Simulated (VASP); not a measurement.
A run of VASP 6.6.1:

INCAR

```
ALGO = Normal ; EDIFF = 1E-6
ENCUT = 520 ; GGA = PE
ISIF = 2 ; ISMEAR = 0
IVDW = 12 ; LASPH = T
LCHARG = T ; LELF = T
LREAL = F ; LVHAR = T
LWAVE = F ; NBANDS = 14
NELM = 80 ; PREC = Accurate
SIGMA = 0.05
```

File KPOINTS:

```
k-points
0
Gamma
  12 12 12
```

File POSCAR:

```
PIr
1.0
    0.0000000000      2.6258420330      2.6258420330
    2.6258420330      0.0000000000      2.6258420330
    2.6258420330      2.6258420330      0.0000000000
Ir P
1 1
Direct
    0.0000000000      0.0000000000      0.0000000000
    0.2500000000      0.2500000000      0.2500000000
```

Potentials or basis: VASP PAW PBE potentials, release 64 (Ir, P).

Launch:

```sh
$ cat potpaw_PBE.64/Ir/POTCAR potpaw_PBE.64/P/POTCAR > POTCAR
$ mpirun -np 1 vasp_std > vasp.out
```

Hardware: 1 thread of Intel(R) Xeon(R) 6975P-C (Granite Rapids), on a shared host.

Problem. How long does it take, and how much memory?

Solution. Wall time 13 s on 1 thread of Intel(R) Xeon(R) 6975P-C (Granite Rapids), with other jobs on the host, peak memory 0.19 GiB. Counts: scf iterations 12, k points 72.
